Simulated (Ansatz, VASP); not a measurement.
## V: VASP beside Ansatz

INCAR

```
PREC = Accurate
ENCUT = 520
EDIFF = 1E-7
ISMEAR = 0
SIGMA = 0.1
LREAL = F
LASPH = T
NELM = 60
ALGO = Normal
ISIF = 2
LWAVE = F
LCHARG = F
GGA = CA
NBANDS = 12
```

Contents of KPOINTS:

```
regular mesh
0
Gamma
  8 8 8
```

File POSCAR:

```
V
1.0
   -1.5129450000      1.5129450000      1.5129450000
    1.5129450000     -1.5129450000      1.5129450000
    1.5129450000      1.5129450000     -1.5129450000
V
1
Direct
    0.0000000000      0.0000000000      0.0000000000
```

Input for Ansatz:

```yaml
crystal:
  lattice:
    - [-1.512945, 1.512945, 1.512945]
    - [1.512945, -1.512945, 1.512945]
    - [1.512945, 1.512945, -1.512945]
  atoms:
    - { symbol: V, position: [0.0, 0.0, 0.0] }
basis:
  ecutwfc: 420
kpoints:
  mp_grid: { grid: [8, 8, 8] }
hamiltonian:
  xc: lda
  pseudopotentials: { kind: paw, azcp: { folder: soft_1 } }
scf:
  occupations: { method: gaussian, width: 0.1 }
output:
  forces: true
  stress: true
  eigenvalues: true
```

Alike in both runs: task single point; functional LDA; k mesh 8 × 8 × 8; occupations gaussian, width 0.1 eV; no spin polarisation.

|  | VASP | Ansatz |
| --- | --- | --- |
| version | VASP 6.6.1 | Ansatz 0.2.0 |
| potentials or method | VASP PAW LDA potentials, release 64 (V_sv), cutoff 520 eV | scalar-relativistic, plane waves, PAW |
| valence electrons in the cell | 13 | 13 |

```csv
,VASP,Ansatz,Ansatz less VASP
gap on the k mesh at the Fermi level (eV),none,none,-
pressure (GPa),-18.2,-18.5,-0.29
```

Ansatz warns that its potentials were made for another functional, while VASP's fit it. LDA's correlation is that of Perdew and Zunger in VASP and of Perdew and Wang (1992) in Ansatz. A gap of «none» marks a metal or a gap that the smearing closes.

The k mesh is coarse, so the values compare programs but aren't converged.
